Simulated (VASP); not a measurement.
Crystal: Li.

```xyz
4
Lattice="4.1121 0.0000 0.0000 -2.0560 3.5611 0.0000 0.0000 0.0000 4.1116" Properties=species:S:1:pos:R:3 pbc="T T T"
Li    0.0000    2.3741    1.9256
Li    0.0000    0.0000    1.6624
Li    2.0560    1.1870    2.7519
Li    0.0000    2.3741    0.5256
```

The cell was generated, and may not be a known phase.

| Property | Result |
| --- | --- |
| Program | VASP 6.6.1 |
| Task | relaxation of cell and atoms |
| Functional | PBE |
| Potentials or basis | VASP PAW PBE potentials, release 64 (Li_sv) |
| Cutoff | 600 eV |
| k mesh | 6 × 6 × 4 |
| Occupations | gaussian, width 0.1 eV |
| Spin | no spin polarisation |

At the start: pressure 11.7 GPa; volume 15.05 Å³/atom.

Task: Where does the relaxation end?

Result: Over 19 steps the energy falls by 652.8 meV/atom and the volume is 20.64 Å³/atom (+37.1 %); space group P3m1 (No. 156, to 0.1 Å) before, P6_3/mmc (No. 194, to 0.1 Å).

Step by step:
```
step  energy change (eV)  largest force (eV/Å)  pressure (GPa)  volume (Å³)
   1              0.0000                4.9876           11.65        60.21
   2             -1.8514                1.2530            6.07        70.23
   3             -2.2188                0.4632            3.74        76.39
   4             -2.2592                0.5842            2.91        79.28
   5             -2.2591                0.6929            2.74        79.98
   6             -2.3977                0.4072            1.05        85.54
   7             -2.4470                0.2898           -0.72        91.94
   8             -2.4471                0.2942           -0.60        91.49
   9             -2.4671                0.2891           -0.44        90.32
  10             -2.5080                0.2678            0.09        86.86
  11             -2.4894                0.6353            1.41        80.21
  12             -2.5180                0.2529            0.52        84.49
  13             -2.5375                0.2294            0.35        84.49
  14             -2.5779                0.1906           -0.12        84.48
  15             -2.5762                0.1187           -0.90        84.36
  16             -2.5902                0.1526           -0.55        84.44
  17             -2.6080                0.0708            0.13        82.01
  18             -2.6087                0.0493            0.29        81.48
  19             -2.6112                0.0098            0.11        82.55
```

Final structure:
```cif
data_structure
_symmetry_space_group_name_H-M 'P 1'
_symmetry_Int_Tables_number 1
_cell_length_a 4.3060
_cell_length_b 4.3060
_cell_length_c 5.1409
_cell_angle_alpha 90.000
_cell_angle_beta 90.000
_cell_angle_gamma 120.000
_cell_volume 82.55
loop_
_atom_site_label
_atom_site_type_symbol
_atom_site_fract_x
_atom_site_fract_y
_atom_site_fract_z
_atom_site_occupancy
Li1 Li 0.33333 0.66667 0.54144 1
Li2 Li 0.00000 0.00000 0.29365 1
Li3 Li 0.66667 0.33333 0.79271 1
Li4 Li 0.33333 0.66667 0.04200 1
```

Caveat: the k points lie up to 0.31 Å⁻¹ apart in the final cell, too coarse for converged energies and pressures of a metal; the cutoff is under 1.25 times the usual one of these potentials, so pressure, stress and relaxed cells hold a basis-set (Pulay) error; the volume moved by over 15 % at a fixed basis, so the end points are rough.
